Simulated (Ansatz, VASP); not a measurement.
# Two plane-wave programs on Pt

The input POSCAR:

```
Pt
1.0
    2.8422880885      0.0000000000      0.0000000000
   -1.4211440442      2.2721480211      0.0000000000
    0.0000000000      0.0000000000      4.7653532590
Pt
2
Direct
    0.6666666667      0.3333333333      0.7500000000
    0.3333333333      0.6666666667      0.2500000000
```

File INCAR.step1:

```
SYSTEM = Pt
PREC     = Accurate       ! precision mode
ENCUT    = 520            ! plane-wave cutoff, eV
ISMEAR   = 0              ! smearing method
SIGMA    = 0.15           ! smearing width, eV
LREAL    = .FALSE.        ! projectors in reciprocal space
LASPH    = .TRUE.         ! aspherical terms in the spheres
NELM     = 80             ! most SCF steps
NBANDS   = 17             ! bands
GGA      = PE             ! functional
ALGO     = Normal         ! electronic algorithm
EDIFF    = 1E-4           ! SCF threshold, eV
LWAVE    = .TRUE.         ! write WAVECAR
LCHARG   = .FALSE.        ! write CHGCAR
```

INCAR.step2

```
SYSTEM = Pt
PREC     = Accurate       ! precision mode
ENCUT    = 520            ! plane-wave cutoff, eV
EDIFF    = 1E-6           ! SCF threshold, eV
ISMEAR   = 0              ! smearing method
SIGMA    = 0.15           ! smearing width, eV
LREAL    = .FALSE.        ! projectors in reciprocal space
LASPH    = .TRUE.         ! aspherical terms in the spheres
NELM     = 80             ! most SCF steps
ALGO     = Normal         ! electronic algorithm
ISIF     = 2              ! what is computed and relaxed
LWAVE    = .FALSE.        ! write WAVECAR
LCHARG   = .FALSE.        ! write CHGCAR
METAGGA  = R2SCAN         ! meta-GGA
LMIXTAU  = .TRUE.       
NBANDS   = 17             ! bands
ISTART   = 1
```

Contents of KPOINTS:

```
regular mesh
0
G
  24 24 12
  0 0 0
```

Input for Ansatz:

```yaml
crystal:
  lattice:
    - [2.8422880885, 0.0, 0.0]
    - [-1.4211440442, 2.2721480211, 0.0]
    - [0.0, 0.0, 4.765353259]
  atoms:
    - { symbol: Pt, position: [0.6666666667, 0.3333333333, 0.75] }
    - { symbol: Pt, position: [0.3333333333, 0.6666666667, 0.25] }
basis:
  ecutwfc: 500
kpoints:
  mp_grid: { grid: [24, 24, 12] }
hamiltonian:
  xc: r2scan
scf:
  occupations: { method: gaussian, width: 0.15 }
output:
  forces: true
  stress: true
  eigenvalues: true
```

Change from the starting cell: strain +0.0400 x Voigt [1, -1, 0, 0, 0, 0], atoms carried along.

Alike in both runs: task single point; functional r2SCAN; k mesh 24 × 24 × 12; occupations gaussian, width 0.15 eV; no spin polarisation.

|  | VASP | Ansatz |
| --- | --- | --- |
| version | VASP 6.6.1 | Ansatz 0.2.0 |
| potentials or method | VASP PAW PBE potentials, release 64 (Pt), cutoff 520 eV | scalar-relativistic, plane waves, PAW |
| valence electrons in the cell | 20 | 36 |

|  | VASP | Ansatz | Ansatz less VASP |
| --- | --- | --- | --- |
| gap on the k mesh at the Fermi level (eV) | none | none | - |
| pressure (GPa) | 2.7 | 2.0 | -0.69 |
| traceless stress, the component that is largest in VASP (GPa) | 9.57 | 9.38 | -0.199 |
| rms of the force components (eV/Å) | 0.034 | 0.033 | -0.0006 |

VASP's potentials were made for PBE, not for r2SCAN. Atom by atom the forces differ by 0.001 eV/Å (rms over components). A gap of «none» marks a metal or a gap that the smearing closes. VASP's potentials hold 20 valence electrons a cell and Ansatz's 36, so a difference there can come from the potentials and not from the codes.

Spin-orbit coupling is off throughout.
